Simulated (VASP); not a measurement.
A run of VASP 6.6.1 is set up as follows.

INCAR

```
SYSTEM = Al2Au
PREC = Accurate
ENCUT = 520
EDIFF = 1E-7
ISMEAR = -1
SIGMA = 0.05
LREAL = .False.
LASPH = .True.
NELM = 60
ALGO = Fast
ISIF = 2
LWAVE = .False.
LCHARG = .False.
GGA = RE
NBANDS = 16
```

The input KPOINTS:

```
Automatic mesh
0
Gamma
  8 8 8
  0 0 0
```

The input POSCAR:

```
Al2Au
1.0
    0.0000000000      3.0442044217      3.0442044217
    3.0442044217      0.0000000000      3.0442044217
    3.0442044217      3.0442044217      0.0000000000
Au Al
1 2
Direct
    0.0000000000      0.0000000000      0.0000000000
    0.7500000000      0.7500000000      0.7500000000
    0.2500000000      0.2500000000      0.2500000000
```

Potentials or basis: VASP PAW PBE potentials, release 64 (Au, Al).

The run is started by

```console
$ cat potpaw_PBE.64/Au/POTCAR potpaw_PBE.64/Al/POTCAR > POTCAR
$ mpirun -np 1 vasp_std > vasp.out
```

Question: Estimate the pressure.

Answer: -0.3 GPa.

Caveat: the PAW data sets were made with another functional, which shifts forces and pressure a little.
